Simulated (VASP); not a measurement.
# SbMo (rocksalt type) (Fm-3m) in VASP: notebook

The runs below take SbMo (rocksalt type) through single point, with LDA.

Everything below comes from runs of VASP 6.6.1. Logs are shortened: lines on timing, memory, paths and dates and some standing lists are left out, and cuts for length are marked.

## (1) The cell of the first run

Symmetry: Fm-3m, No. 225, cubic system. Conventional cell: a = 5.029 Å, b = 5.029 Å, c = 5.029 Å, α = 90.00°, β = 90.00°, γ = 90.00°. Within 3.3 Å of Mo (site symmetry m-3m) lie 6 Sb at 2.51 Å. Within 3.3 Å of Sb (site symmetry m-3m) lie 6 Mo at 2.51 Å.

## (2) Single point, LDA (15.90 Å³/atom)

POSCAR reads:

```
SbMo
1.0
    0.0000000000      2.5147056183      2.5147056183
    2.5147056183      0.0000000000      2.5147056183
    2.5147056183      2.5147056183      0.0000000000
Mo Sb
1 1
Direct
    0.0000000000      0.0000000000      0.0000000000
    0.5000000000      0.5000000000      0.5000000000
```

INCAR.step1 reads:

```
  ALGO = Normal
  EDIFF = 1E-7
  ENCUT = 520
  ISIF = 2
  ISMEAR = -1
  LASPH = T
  LCHARG = T
  LMAXMIX = 4
  LREAL = F
  LWAVE = F
  NBANDS = 16
  NELM = 60
  PREC = Accurate
  SIGMA = 0.1
```

KPOINTS.step1 reads:

```
k-points
0
Gamma
  13 13 13
```

INCAR.step2 reads:

```
  ALGO = Normal
  EDIFF = 1E-7
  ENCUT = 520
  ICHARG = 11
  ISIF = 2
  ISMEAR = -5
  LASPH = T
  LCHARG = F
  LMAXMIX = 4
  LORBIT = 11
  LREAL = F
  LWAVE = F
  NEDOS = 1001
  NELM = 60
  PREC = Accurate
  SIGMA = 0.1
```

KPOINTS.step2 reads:

```
k-points
0
Gamma
  20 20 20
```

Potentials or basis: VASP PAW LDA potentials, release 64 (Mo_sv, Sb).

Command:

```
cat potpaw_LDA.64/Mo_sv/POTCAR potpaw_LDA.64/Sb/POTCAR > POTCAR
cp INCAR.step1 INCAR
cp KPOINTS.step1 KPOINTS
mpirun -np 1 vasp_std > vasp.out
cp INCAR.step2 INCAR
cp KPOINTS.step2 KPOINTS
mpirun -np 1 vasp_std > vasp.out
```

OUTCAR:

```text
EDIFF = 1E-7
   ENCUT = 520
   ICHARG = 11
   ISIF = 2
   ISMEAR = -5
   LASPH = T
   LORBIT = 11
   LREAL = F
   NELM = 60
   PREC = Accurate

 ion  position               nearest neighbor table
   1  0.000  0.000  0.000-   2 2.51   2 2.51   2 2.51   2 2.51   2 2.51   2 2.51
   2  0.500  0.500  0.500-   1 2.51   1 2.51   1 2.51   1 2.51   1 2.51   1 2.51

  LATTYP: Found a face centered cubic cell.
 ALAT       =     5.0294112366

  Lattice vectors:

 A1 = (   0.0000000000,   2.5147056183,   2.5147056183)
 A2 = (   2.5147056183,   0.0000000000,   2.5147056183)
 A3 = (   2.5147056183,   2.5147056183,   0.0000000000)

Analysis of symmetry for initial positions (statically):
=====================================================================
 Subroutine PRICEL returns:
 Original cell was already a primitive cell.

 Routine SETGRP: Setting up the symmetry group for a
 face centered cubic supercell.

 Subroutine GETGRP returns: Found 48 space group operations
 (whereof 48 operations were pure point group operations)
 out of a pool of 48 trial point group operations.

The static configuration has the point symmetry O_h .

Analysis of symmetry for dynamics (positions and initial velocities):
=====================================================================
 Subroutine PRICEL returns:
 Original cell was already a primitive cell.

 Routine SETGRP: Setting up the symmetry group for a
 face centered cubic supercell.

 Subroutine GETGRP returns: Found 48 space group operations
 (whereof 48 operations were pure point group operations)
 out of a pool of 48 trial point group operations.

The dynamic configuration has the point symmetry O_h .

 Subroutine INISYM returns: Found 48 space group operations
 (whereof 48 operations are pure point group operations),
 and found     1 'primitive' translations

----------------------------------------------------------------------------------------

                                     Primitive cell

  volume of cell :      31.8047

  direct lattice vectors                    reciprocal lattice vectors
     0.000000000  2.514705618  2.514705618    -0.198830430  0.198830430  0.198830430
     2.514705618  0.000000000  2.514705618     0.198830430 -0.198830430  0.198830430
     2.514705618  2.514705618  0.000000000     0.198830430  0.198830430 -0.198830430

  length of vectors
     3.556330791  3.556330791  3.556330791     0.344384407  0.344384407  0.344384407

  position of ions in fractional coordinates (direct lattice)
     0.000000000  0.000000000  0.000000000
     0.500000000  0.500000000  0.500000000

  ion indices of the primitive-cell ions
   primitive index   ion index
                 1           1
                 2           2

----------------------------------------------------------------------------------------

 KPOINTS: k-points

Automatic generation of k-mesh.
 Grid dimensions read from file:
 generate k-points for:   20   20   20

 Generating k-lattice:

  Cartesian coordinates                     Fractional coordinates (reciprocal lattice)
    -0.009941522  0.009941522  0.009941522     0.050000000  0.000000000  0.000000000
     0.009941522 -0.009941522  0.009941522     0.000000000  0.050000000  0.000000000
     0.009941522  0.009941522 -0.009941522     0.000000000  0.000000000  0.050000000

  Length of vectors
     0.017219220  0.017219220  0.017219220

  Shift w.r.t. Gamma in fractional coordinates (k-lattice)
     0.000000000  0.000000000  0.000000000

 TETIRR: Found   1093 inequivalent tetrahedra from    48000

 Subroutine IBZKPT returns following result:
 ===========================================

 Found    256 irreducible k-points:

 Following reciprocal coordinates:
            Coordinates               Weight
  0.000000  0.000000  0.000000      1.000000
  0.050000  0.000000  0.000000      8.000000
  0.100000  0.000000  0.000000      8.000000
  0.150000  0.000000  0.000000      8.000000
  0.200000  0.000000  0.000000      8.000000
  0.250000  0.000000  0.000000      8.000000
[... 16 lines left out ...]
 -0.400000  0.050000  0.000000     24.000000
 -0.350000  0.050000  0.000000     24.000000
 [... further k-points ...]
   k-points           NKPTS =    256   k-points in BZ     NKDIM =    256   number of bands    NBANDS=     13
   number of dos      NEDOS =   1001   number of ions     NIONS =      2
   total plane-waves  NPLWV =  21952
   dimension x,y,z NGX =    28 NGY =   28 NGZ =   28
   dimension x,y,z NGXF=    56 NGYF=   56 NGZF=   56
   ions per type =               1   1
   NGX,Y,Z   is equivalent  to a cutoff of  13.09, 13.09, 13.09 a.u.
   NGXF,Y,Z  is equivalent  to a cutoff of  26.18, 26.18, 26.18 a.u.
 SYSTEM =  unknown system
   PREC   = accura    normal or accurate (medium, high low for compatibility)
   ISTART =      0    job   : 0-new  1-cont  2-samecut
   ICHARG =     11    charge: 1-file 2-atom 10-const
   ISPIN  =      1    spin polarized calculation?
   LNONCOLLINEAR =      F non collinear calculations
   LSORBIT =      F    spin-orbit coupling
   LASPH  =      T    aspherical Exc in radial PAW
   ENCUT  =  520.0 eV  38.22 Ry    6.18 a.u.   6.61  6.61  6.61*2*pi/ulx,y,z
   NELM   =     60;   NELMIN=  2; NELMDL=  0     # of ELM steps
   EDIFF  = 0.1E-06   stopping-criterion for ELM
   LREAL  =      F    real-space projection
   EDIFFG = 0.1E-05   stopping-criterion for IOM
   NSW    =      0    number of steps for IOM
   IBRION =     -1    ionic relax: 0-MD 1-quasi-New 2-CG
   NFREE  =      0    steps in history (QN), initial steepest desc. (CG)
   ISIF   =      2    stress and relaxation
   ISYM   =      2    0-nonsym 1-usesym 2-fastsym
   POTIM  = 0.5000    time-step for ionic-motion
   TEBEG  =    0.0;   TEEND  =   0.0 temperature during run
   PSTRESS=    0.0 pullay stress
   NELECT =      19.0000    total number of electrons
   NUPDOWN=      -1.0000    fix difference up-down
   EMIN   =  10.00;   EMAX   =-10.00  energy-range for DOS
   EFERMI =   0.00;   METHOD = LEGACY
   ISMEAR =    -5;   SIGMA  =   0.10  broadening in eV -4-tet -1-fermi 0-gaus
   EFERMI_NEDOS =   21; number of points for ismear=-14 and -15
   IALGO  =     38    algorithm
   IMIX   =      4    mixing-type and parameters
     AMIX     =   0.40;   BMIX     =  1.00
     AMIX_MAG =   1.60;   BMIX_MAG =  1.00
  volume/ion in A,a.u.               =      15.90       107.31
  Fermi-wavevector in a.u.,A,eV,Ry     =   1.378782  2.605520 25.865210  1.901039
  Thomas-Fermi vector in A             =   2.503812
   LORBIT       =     11    0 simple, 1 ext, 2 COOP (PROOUT), +10 PAW based schemes
   GGA     = CA    functional components
   LHFCALC =     F    Hartree Fock is set to
   AEXX    =    0.0000 exact exchange contribution
   IVDW    =     0    specifies the selected vdW correction
   LEPSILON=     F    determine dielectric tensor
   LRPA    =     F    only Hartree local field effects (RPA)
 non-spin polarized calculation
 Fermi weights with tetrahedron method with Bloechl corrections
  energy-cutoff  :      520.00
  volume of cell :       31.80
 maximum number of plane-waves:       889

 number of electron      18.9999999 magnetization

 Free energy of the ion-electron system (eV)
  ---------------------------------------------------
  ext. energy  EPLUGINS =         0.00000000
  ---------------------------------------------------
  free energy    TOTEN  =       -14.31497995 eV

  energy without entropy =      -14.31497995  energy(sigma->0) =      -14.31497995

 E-fermi :  14.4070     XC(G=0): -13.0013

 val. band max:       14.4173123557   @ k =  -0.3500   0.1500   0.0000
 cond. band min:      14.3820369282   @ k =  -0.2500   0.4000   0.1500
 fundamental gap:     -0.0352754274
 Fermi energy:        14.4069636111

 k-point     1 :       0.0000    0.0000    0.0000
  band No.  band energies     occupation
      1     -45.9083      2.00000
      2     -20.3317      2.00000
      3     -20.3317      2.00000
      4     -20.3317      2.00000
      5       0.6004      2.00000
      6      12.3087      2.00000
      7      12.3087      2.00000
      8      12.3087      2.00000
      9      13.2405      2.00000
     10      13.2405      2.00000
     11      16.4342      0.00000
     12      16.4342      0.00000
     13      16.4342      0.00000

 k-point     2 :       0.0500    0.0000    0.0000
  band No.  band energies     occupation
      1     -45.9079      2.00000
      2     -20.3371      2.00000
      3     -20.3312      2.00000
      4     -20.3312      2.00000
      5       0.6542      2.00000
      6      12.1878      2.00000
      7      12.3054      2.00000
      8      12.3054      2.00000
      9      13.0783      2.00000
     10      13.0783      2.00000
     11      16.3457      0.00000
     12      16.6882      0.00000
     13      16.6882      0.00000

 k-point     3 :       0.1000    0.0000    0.0000
  band No.  band energies     occupation
      1     -45.9066      2.00000
      2     -20.3527      2.00000
      3     -20.3300      2.00000
      4     -20.3300      2.00000
      5       0.8145      2.00000
      6      11.8386      2.00000
      7      12.1930      2.00000
      8      12.1930      2.00000
      9      12.8238      2.00000
     10      12.8238      2.00000
     11      16.1249      0.00000
     12      17.3170      0.00000
     13      17.3170      0.00000

 k-point     4 :       0.1500    0.0000    0.0000
  band No.  band energies     occupation
      1     -45.9047      2.00000
      2     -20.3769      2.00000
      3     -20.3281      2.00000
      4     -20.3281      2.00000
      5       1.0774      2.00000
      6      11.2976      2.00000
      7      11.7960      2.00000
      8      11.7960      2.00000
      9      12.8292      2.00000
     10      12.8292      2.00000
     11      15.8628      0.00000
     12      18.1329      0.00000
     13      18.1329      0.00000

 k-point     5 :       0.2000    0.0000    0.0000
  band No.  band energies     occupation
      1     -45.9023      2.00000
      2     -20.4073      2.00000
      3     -20.3256      2.00000
      4     -20.3256      2.00000
      5       1.4366      2.00000
      6      10.6152      2.00000
      7      11.2958      2.00000
      8      11.2958      2.00000
      9      12.9996      2.00000
     10      12.9996      2.00000
     11      15.6328      0.00000
     12      19.0286      0.00000
     13      19.0286      0.00000
[... 257 lines left out ...]
 k-point    22 :      -0.4500    0.0500    0.0000
  band No.  band energies     occupation
      1     -45.8908      2.00000
      2     -20.5424      2.00000
      3     -20.3204      2.00000
      4     -20.3142      2.00000
      5       4.2523      2.00000
      6       6.6741      2.00000
      7       9.6667      2.00000
      8       9.6678      2.00000
      9      14.1910      2.00000
     10      14.2618      2.00000
     11      15.5025      0.00000
     12      18.9700      0.00000
     13      21.2737      0.00000

 k-point    23 :      -0.4000    0.0500    0.0000
  band No.  band energies     occupation
      1     -45.8918      2.00000
      2     -20.5307      2.00000
      3     -20.3234      2.00000
      4     -20.3131      2.00000
      5       3.7849      2.00000
      6       7.2192      2.00000
      7       9.7521      2.00000
      8       9.8041      2.00000
      9      14.0024      2.00000
     10      14.1849      2.00000
     11      15.4697      0.00000
     12      19.2857      0.00000
     13      21.0762      0.00000

 k-point    24 :      -0.3500    0.0500    0.0000
  band No.  band energies     occupation
      1     -45.8935      2.00000
      2     -20.5102      2.00000
      3     -20.3267      2.00000
      4     -20.3130      2.00000
      5       3.2025      2.00000
      6       7.9461      2.00000
      7       9.9342      2.00000
      8      10.0303      2.00000
      9      13.7434      2.00000
     10      14.0103      2.00000
     11      15.4431      0.00000
     12      19.8079      0.00000
     13      20.7896      0.00000

 [... further k-points ...]
[... 5 lines left out ...]
  --------------------------------------------------------------------------------------
  -------------------------------------------------------------------------------------
  Total       10.6239580     10.6239580     10.6239580      0.0000000      0.0000000      0.0000000
  in kB      535.1869032    535.1869032    535.1869032      0.0000000      0.0000000      0.0000000
  external PRESSURE =     535.1869032 kB  Pullay stress =       0.0000000 kB

 VOLUME and BASIS-vectors are now :
 -----------------------------------------------------------------------------
  energy-cutoff  :      520.00
  volume of cell :       31.80
      direct lattice vectors                 reciprocal lattice vectors
     0.000000000  2.514705618  2.514705618    -0.198830430  0.198830430  0.198830430
     2.514705618  0.000000000  2.514705618     0.198830430 -0.198830430  0.198830430
     2.514705618  2.514705618  0.000000000     0.198830430  0.198830430 -0.198830430

 POSITION                                       TOTAL-FORCE (eV/Angst)
 -----------------------------------------------------------------------------------
      0.00000      0.00000      0.00000        -0.000000      0.000000      0.000000
      2.51471      2.51471      2.51471         0.000000     -0.000000      0.000000
 -----------------------------------------------------------------------------------
    total drift:                               -0.000000      0.000000      0.000000

  FREE ENERGIE OF THE ION-ELECTRON SYSTEM (eV)
  ---------------------------------------------------
  free  energy   TOTEN  =       -14.3149799464 eV

  energy  without entropy=      -14.3149799464  energy(sigma->0) =      -14.31497995

 total charge

# of ion       s       p       d       tot
------------------------------------------
    1        2.269   6.174   4.598  13.041
    2        1.134   1.563   0.149   2.847
--------------------------------------------------
tot          3.403   7.737   4.747  15.888
```

Wall time 55 s (1 thread of Intel Xeon Platinum 8559C (Emerald Rapids), shared host); peak memory 0.23 GiB.

What came out:

- Valence electrons inside the program's atomic spheres: Mo 13.04; Sb 2.85

Caveat: spin-orbit coupling is left out, which moves the levels of the heavy elements; tetrahedron occupations give inexact forces and stress in metals.

## (3) Single point, LDA (15.90 Å³/atom)

POSCAR is that of step 2.

INCAR.step1 reads:

```
SYSTEM = SbMo
PREC     = Accurate       ! precision mode
ENCUT    = 520            ! plane-wave cutoff, eV
EDIFF    = 1E-6           ! SCF threshold, eV
ISMEAR   = -1             ! smearing method
SIGMA    = 0.1            ! smearing width, eV
LREAL    = .FALSE.        ! projectors in reciprocal space
LASPH    = .TRUE.         ! aspherical terms in the spheres
NELM     = 80             ! most SCF steps
ALGO     = Normal         ! electronic algorithm
ISIF     = 2              ! what is computed and relaxed
LWAVE    = .FALSE.        ! write WAVECAR
LCHARG   = .TRUE.         ! write CHGCAR
LMAXMIX  = 4              ! l up to which the mixer works
NBANDS   = 16             ! bands
```

KPOINTS.step1 reads:

```
regular mesh
0
G
  13 13 13
  0 0 0
```

INCAR.step2 reads:

```
SYSTEM = SbMo
PREC     = Accurate       ! precision mode
ENCUT    = 520            ! plane-wave cutoff, eV
EDIFF    = 1E-6           ! SCF threshold, eV
ISMEAR   = -5             ! smearing method
SIGMA    = 0.1            ! smearing width, eV
LREAL    = .FALSE.        ! projectors in reciprocal space
LASPH    = .TRUE.         ! aspherical terms in the spheres
NELM     = 80             ! most SCF steps
ALGO     = Normal         ! electronic algorithm
ISIF     = 2              ! what is computed and relaxed
LWAVE    = .FALSE.        ! write WAVECAR
LCHARG   = .FALSE.        ! write CHGCAR
LMAXMIX  = 4              ! l up to which the mixer works
LORBIT   = 11             ! projections on sites
NBANDS   = 16             ! bands
NEDOS    = 2001           ! points of the DOS
ICHARG   = 11             ! starting density
```

KPOINTS.step2 reads:

```
regular mesh
0
G
  20 20 20
  0 0 0
```

Potentials or basis: VASP PAW LDA potentials, release 64 (Mo_sv, Sb).

Command:

```
cat potpaw_LDA.64/Mo_sv/POTCAR potpaw_LDA.64/Sb/POTCAR > POTCAR
cp INCAR.step1 INCAR
cp KPOINTS.step1 KPOINTS
mpirun -np 1 vasp_std > vasp.out
cp INCAR.step2 INCAR
cp KPOINTS.step2 KPOINTS
mpirun -np 1 vasp_std > vasp.out
```

It took 56 s on 1 thread of Intel Xeon Platinum 8559C (Emerald Rapids), shared host; peak memory 0.25 GiB.

It converged, with:

| Item | Value |
| --- | --- |
| Valence electrons inside the program's atomic spheres | Mo 13.04; Sb 2.85 |

Levels at points of the mesh, in eV from the Fermi level:
```tsv
k point	band 8	band 9	band 10	band 11	band 12	band 13
(0.00, 0.00, 0.00)	-2.10	-1.17	-1.17	2.03	2.03	2.03
(0.50, 0.00, 0.00)	-4.77	-0.15	-0.15	1.13	4.40	7.35
(0.50, 0.50, 0.00)	-1.24	-1.24	-0.19	0.74	0.74	2.69
```

Caveat: spin-orbit coupling is left out, which moves the levels of the heavy elements; tetrahedron occupations give inexact forces and stress in metals.
